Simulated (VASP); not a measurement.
# Zn3S5 (P3m1) in VASP: single point with PBE

Aim: the single point of Zn3S5 with PBE.

Everything below comes from runs of VASP 6.6.1. Logs are shortened: lines on timing, memory, paths and dates and some standing lists are left out, and cuts for length are marked.

## Step 1: The cell of the first run

It takes space group P3m1 (No. 156, trigonal). The conventional cell has a = 3.933 Å, b = 3.933 Å, c = 13.320 Å, α = 90.00°, β = 90.00°, γ = 120.00°. Within 3.1 Å of Zn (site symmetry 3m) lie 4 S at 2.37 to 2.40 Å. Zn (site symmetry 3m) has 4 S at 2.34 to 2.38 Å within 3.1 Å. Within 3.1 Å of Zn (site symmetry 3m) lie 4 S at 2.32 to 2.38 Å. S (site symmetry 3m) has 4 Zn at 2.37 to 2.38 Å within 3.1 Å. S (site symmetry 3m) has 1 S at 2.07 Å and 1 Zn at 2.32 Å within 2.7 Å. S (site symmetry 3m) has 1 S at 2.07 Å and 3 Zn at 2.40 Å within 2.7 Å. Within 2.7 Å of S (site symmetry 3m) lie 1 S at 2.05 Å and 1 Zn at 2.34 Å. Within 2.7 Å of S (site symmetry 3m) lie 1 S at 2.05 Å and 3 Zn at 2.38 Å.

## Step 2: Single point, PBE

The input, INCAR:

```
SYSTEM = Zn3S5
  PREC = Accurate
  ENCUT = 520
  EDIFF = 1E-6
  ISMEAR = 0
  SIGMA = 0.1
  LREAL = .FALSE.
  LASPH = .TRUE.
  NELM = 60
  ALGO = Normal
  ISIF = 2
  LWAVE = .FALSE.
  LCHARG = .FALSE.
  GGA = PE
  NBANDS = 43
```

The input, KPOINTS:

```
Automatic mesh
0
G
  12 12 4
  0 0 0
```

The input, POSCAR:

```
Zn3S5
1.0
    3.9327792459      0.0000000000      0.0000000000
   -1.9663896230      3.4058867344      0.0000000000
    0.0000000000      0.0000000000     13.3202151513
Zn S
3 5
Direct
    0.0000000000      0.0000000000      0.9985443952
    0.3333333333      0.6666666667      0.2293662937
    0.6666666667      0.3333333333      0.6115409996
    0.0000000000      0.0000000000      0.1764718618
    0.6666666667      0.3333333333      0.7854684225
    0.6666666667      0.3333333333      0.9410478330
    0.3333333333      0.6666666667      0.4053258661
    0.3333333333      0.6666666667      0.5592343280
```

Potentials or basis: VASP PAW PBE potentials, release 64 (Zn, S).

Started as:

```bash
> cat potpaw_PBE.64/Zn/POTCAR potpaw_PBE.64/S/POTCAR > POTCAR
> mpirun -np 1 vasp_std > vasp.out
```

OUTCAR:

```text
SYSTEM = Zn3S5
   PREC = Accurate
   ENCUT = 520
   EDIFF = 1E-6
   ISMEAR = 0
   LREAL = .FALSE.
   LASPH = .TRUE.
   NELM = 60
   ISIF = 2
   GGA = PE

 ion  position               nearest neighbor table
   1  0.000  0.000  0.999-   4 2.37   6 2.40   6 2.40   6 2.40
   2  0.333  0.667  0.229-   7 2.34   4 2.38   4 2.38   4 2.38
   3  0.667  0.333  0.612-   5 2.32   8 2.38   8 2.38   8 2.38
   4  0.000  0.000  0.176-   1 2.37   2 2.38   2 2.38   2 2.38
   5  0.667  0.333  0.785-   6 2.07   3 2.32
   6  0.667  0.333  0.941-   5 2.07   1 2.40   1 2.40   1 2.40
   7  0.333  0.667  0.405-   8 2.05   2 2.34
   8  0.333  0.667  0.559-   7 2.05   3 2.38   3 2.38   3 2.38

  LATTYP: Found a hexagonal cell.
 ALAT       =     3.9327792459
 C/A-ratio  =     3.3869724992

  Lattice vectors:

 A1 = (   3.9327792459,   0.0000000000,   0.0000000000)
 A2 = (  -1.9663896230,   3.4058867344,   0.0000000000)
 A3 = (   0.0000000000,   0.0000000000,  13.3202151513)

Analysis of symmetry for initial positions (statically):
=====================================================================
 Subroutine PRICEL returns:
 Original cell was already a primitive cell.

 Routine SETGRP: Setting up the symmetry group for a
 hexagonal supercell.

 Subroutine GETGRP returns: Found  6 space group operations
 (whereof  6 operations were pure point group operations)
 out of a pool of 24 trial point group operations.

The static configuration has the point symmetry C_3v.

Analysis of symmetry for dynamics (positions and initial velocities):
=====================================================================
 Subroutine PRICEL returns:
 Original cell was already a primitive cell.

 Routine SETGRP: Setting up the symmetry group for a
 hexagonal supercell.

 Subroutine GETGRP returns: Found  6 space group operations
 (whereof  6 operations were pure point group operations)
 out of a pool of 24 trial point group operations.

The dynamic configuration has the point symmetry C_3v.

 Subroutine INISYM returns: Found  6 space group operations
 (whereof  6 operations are pure point group operations),
 and found     1 'primitive' translations

----------------------------------------------------------------------------------------

                                     Primitive cell

  volume of cell :     178.4190

  direct lattice vectors                    reciprocal lattice vectors
     3.932779246  0.000000000  0.000000000     0.254273108  0.146804647  0.000000000
    -1.966389623  3.405886734  0.000000000     0.000000000  0.293609294  0.000000000
     0.000000000  0.000000000 13.320215151     0.000000000  0.000000000  0.075073862

  length of vectors
     3.932779246  3.932779246 13.320215151     0.293609294  0.293609294  0.075073862

  position of ions in fractional coordinates (direct lattice)
     0.000000000  0.000000000  0.998544395
     0.333333333  0.666666667  0.229366294
     0.666666667  0.333333333  0.611541000
     0.000000000  0.000000000  0.176471862
     0.666666667  0.333333333  0.785468423
     0.666666667  0.333333333  0.941047833
     0.333333333  0.666666667  0.405325866
     0.333333333  0.666666667  0.559234328

  ion indices of the primitive-cell ions
   primitive index   ion index
                 1           1
                 2           2
                 3           3
                 4           4
                 5           5
                 6           6
                 7           7
                 8           8

----------------------------------------------------------------------------------------

 KPOINTS: Automatic mesh

Automatic generation of k-mesh.
 Grid dimensions read from file:
 generate k-points for:   12   12    4

 Generating k-lattice:

  Cartesian coordinates                     Fractional coordinates (reciprocal lattice)
     0.021189426  0.012233721  0.000000000     0.083333333 -0.000000000  0.000000000
     0.000000000  0.024467441  0.000000000     0.000000000  0.083333333  0.000000000
     0.000000000  0.000000000  0.018768466     0.000000000  0.000000000  0.250000000

  Length of vectors
     0.024467441  0.024467441  0.018768466

  Shift w.r.t. Gamma in fractional coordinates (k-lattice)
     0.000000000  0.000000000  0.000000000

 Subroutine IBZKPT returns following result:
 ===========================================

 Found     69 irreducible k-points:

 Following reciprocal coordinates:
            Coordinates               Weight
  0.000000  0.000000  0.000000      1.000000
  0.083333 -0.000000  0.000000      6.000000
  0.166667 -0.000000  0.000000      6.000000
  0.250000  0.000000  0.000000      6.000000
  0.333333  0.000000  0.000000      6.000000
  0.416667  0.000000  0.000000      6.000000
[... 16 lines left out ...]
  0.166667 -0.000000  0.250000      6.000000
  0.000000  0.166667  0.250000      6.000000
 [... further k-points ...]
   k-points           NKPTS =     69   k-points in BZ     NKDIM =     69   number of bands    NBANDS=     43
   number of dos      NEDOS =    301   number of ions     NIONS =      8
   total plane-waves  NPLWV =  90000
   dimension x,y,z NGX =    30 NGY =   30 NGZ =  100
   dimension x,y,z NGXF=    60 NGYF=   60 NGZF=  200
   ions per type =               3   5
   NGX,Y,Z   is equivalent  to a cutoff of  12.68, 12.68, 12.48 a.u.
   NGXF,Y,Z  is equivalent  to a cutoff of  25.36, 25.36, 24.96 a.u.
 SYSTEM =  Zn3S5
   PREC   = accura    normal or accurate (medium, high low for compatibility)
   ISTART =      0    job   : 0-new  1-cont  2-samecut
   ICHARG =      2    charge: 1-file 2-atom 10-const
   ISPIN  =      1    spin polarized calculation?
   LNONCOLLINEAR =      F non collinear calculations
   LSORBIT =      F    spin-orbit coupling
   LASPH  =      T    aspherical Exc in radial PAW
   ENCUT  =  520.0 eV  38.22 Ry    6.18 a.u.   7.31  7.31 24.77*2*pi/ulx,y,z
   NELM   =     60;   NELMIN=  2; NELMDL= -5     # of ELM steps
   EDIFF  = 0.1E-05   stopping-criterion for ELM
   LREAL  =      F    real-space projection
   EDIFFG = 0.1E-04   stopping-criterion for IOM
   NSW    =      0    number of steps for IOM
   IBRION =     -1    ionic relax: 0-MD 1-quasi-New 2-CG
   NFREE  =      0    steps in history (QN), initial steepest desc. (CG)
   ISIF   =      2    stress and relaxation
   ISYM   =      2    0-nonsym 1-usesym 2-fastsym
   POTIM  = 0.5000    time-step for ionic-motion
   TEBEG  =    0.0;   TEEND  =   0.0 temperature during run
   PSTRESS=    0.0 pullay stress
   NELECT =      66.0000    total number of electrons
   NUPDOWN=      -1.0000    fix difference up-down
   EMIN   =  10.00;   EMAX   =-10.00  energy-range for DOS
   EFERMI =   0.00;   METHOD = LEGACY
   ISMEAR =     0;   SIGMA  =   0.10  broadening in eV -4-tet -1-fermi 0-gaus
   EFERMI_NEDOS =   21; number of points for ismear=-14 and -15
   IALGO  =     38    algorithm
   IMIX   =      4    mixing-type and parameters
     AMIX     =   0.40;   BMIX     =  1.00
     AMIX_MAG =   1.60;   BMIX_MAG =  1.00
  volume/ion in A,a.u.               =      22.30       150.50
  Fermi-wavevector in a.u.,A,eV,Ry     =   1.175193  2.220792 18.790710  1.381078
  Thomas-Fermi vector in A             =   2.311578
   LORBIT       =      0    0 simple, 1 ext, 2 COOP (PROOUT), +10 PAW based schemes
   GGA     = PE    functional components
   LHFCALC =     F    Hartree Fock is set to
   AEXX    =    0.0000 exact exchange contribution
   IVDW    =     0    specifies the selected vdW correction
   LEPSILON=     F    determine dielectric tensor
   LRPA    =     F    only Hartree local field effects (RPA)
 non-spin polarized calculation
 Gauss-broadening in eV      SIGMA  =   0.10
  energy-cutoff  :      520.00
  volume of cell :      178.42
 maximum number of plane-waves:      4850
 NGX is ok and might be reduce to    30
   NGX = 15   NGY = 15   NGZ = 49

 number of electron      65.9999956 magnetization

 Free energy of the ion-electron system (eV)
  ---------------------------------------------------
  ext. energy  EPLUGINS =         0.00000000
  ---------------------------------------------------
  free energy    TOTEN  =       -24.99495416 eV

  energy without entropy =      -24.98356493  energy(sigma->0) =      -24.98925954

 E-fermi :   2.9851     XC(G=0):  -9.0038

 val. band max:        2.9760385066   @ k =   0.0833  -0.0000   0.0000
 cond. band min:       2.9852355140   @ k =   0.1667  -0.0000   0.0000
 fundamental gap:      0.0091970074
 Fermi energy:         2.9851118682

 k-point     1 :       0.0000    0.0000    0.0000
  band No.  band energies     occupation
      1     -13.0298      2.00000
      2     -12.8508      2.00000
      3     -11.4817      2.00000
      4      -9.0534      2.00000
      5      -8.7282      2.00000
      6      -5.2692      2.00000
[... 35 lines left out ...]
     42       7.7657      0.00000
     43       7.7660      0.00000

 k-point     2 :       0.0833   -0.0000    0.0000
  band No.  band energies     occupation
      1     -13.0058      2.00000
      2     -12.8273      2.00000
      3     -11.4493      2.00000
      4      -9.0268      2.00000
      5      -8.7080      2.00000
      6      -5.2637      2.00000
[... 35 lines left out ...]
     42       7.6317      0.00000
     43       7.8438      0.00000

 k-point     3 :       0.1667   -0.0000    0.0000
  band No.  band energies     occupation
      1     -12.9391      2.00000
      2     -12.7621      2.00000
      3     -11.3582      2.00000
      4      -8.9519      2.00000
      5      -8.6527      2.00000
      6      -5.2511      2.00000
[... 35 lines left out ...]
     42       7.8413      0.00000
     43       7.9701      0.00000

 k-point     4 :       0.2500    0.0000    0.0000
  band No.  band energies     occupation
      1     -12.8450      2.00000
      2     -12.6704      2.00000
      3     -11.2274      2.00000
      4      -8.8431      2.00000
      5      -8.5778      2.00000
      6      -5.2399      2.00000
[... 863 lines left out ...]
     42       7.5648      0.00000
     43       7.8092      0.00000

 k-point    23 :       0.1667   -0.0000    0.2500
  band No.  band energies     occupation
      1     -12.9375      2.00000
      2     -12.7644      2.00000
      3     -11.3562      2.00000
      4      -8.9730      2.00000
      5      -8.6312      2.00000
      6      -5.2518      2.00000
[... 35 lines left out ...]
     42       7.8889      0.00000
     43       8.0263      0.00000

 k-point    24 :       0.0000    0.1667    0.2500
  band No.  band energies     occupation
      1     -12.9376      2.00000
      2     -12.7643      2.00000
      3     -11.3564      2.00000
      4      -8.9713      2.00000
      5      -8.6331      2.00000
      6      -5.2421      2.00000
[... 35 lines left out ...]
     42       7.7064      0.00000
     43       7.8850      0.00000

 [... further k-points ...]
[... 5 lines left out ...]
  --------------------------------------------------------------------------------------
  -------------------------------------------------------------------------------------
  Total        0.1447572      0.1447572     -0.3833854     -0.0000000      0.0000000      0.0000000
  in kB        1.2998995      1.2998995     -3.4427470     -0.0000000      0.0000000      0.0000000
  external PRESSURE =      -0.2809826 kB  Pullay stress =       0.0000000 kB

 VOLUME and BASIS-vectors are now :
 -----------------------------------------------------------------------------
  energy-cutoff  :      520.00
  volume of cell :      178.42
      direct lattice vectors                 reciprocal lattice vectors
     3.932779246  0.000000000  0.000000000     0.254273108  0.146804647  0.000000000
    -1.966389623  3.405886734  0.000000000     0.000000000  0.293609294  0.000000000
     0.000000000  0.000000000 13.320215151     0.000000000  0.000000000  0.075073862

 POSITION                                       TOTAL-FORCE (eV/Angst)
 -----------------------------------------------------------------------------------
      0.00000      0.00000     13.30083        -0.000000      0.000000      0.007891
     -0.00000      2.27059      3.05521        -0.000000      0.000000      0.002930
      1.96639      1.13530      8.14586         0.000000     -0.000000     -0.008806
      0.00000      0.00000      2.35064        -0.000000      0.000000     -0.000512
      1.96639      1.13530     10.46261        -0.000000      0.000000      0.129123
      1.96639      1.13530     12.53496         0.000000     -0.000000     -0.127370
     -0.00000      2.27059      5.39903        -0.000000      0.000000      0.124473
     -0.00000      2.27059      7.44912         0.000000      0.000000     -0.127730
 -----------------------------------------------------------------------------------
    total drift:                               -0.000002     -0.000001      0.002307

  FREE ENERGIE OF THE ION-ELECTRON SYSTEM (eV)
  ---------------------------------------------------
  free  energy   TOTEN  =       -24.9949541602 eV

  energy  without entropy=      -24.9835649289  energy(sigma->0) =      -24.98925954
```

It took 12 min on 1 thread of Intel Xeon 6975P-C, shared host; peak memory 0.55 GiB.

Results:

| Quantity | Value |
| --- | --- |
| Free energy | -24.9950 eV |
| Pressure | 0.0 GPa |
| Largest force | 0.129 eV/Å |
| Band gap on the k mesh | zero (band 33 reaches 3.06 eV, above the bottom of band 34 at 2.96 eV) |

Forces in eV/Å, atoms in the order of the input:
```
Zn   0.000  0.000  0.008
Zn   0.000  0.000  0.003
Zn   0.000  0.000 -0.009
S    0.000  0.000 -0.001
S    0.000  0.000  0.129
S    0.000  0.000 -0.127
S    0.000  0.000  0.124
S    0.000  0.000 -0.128
```
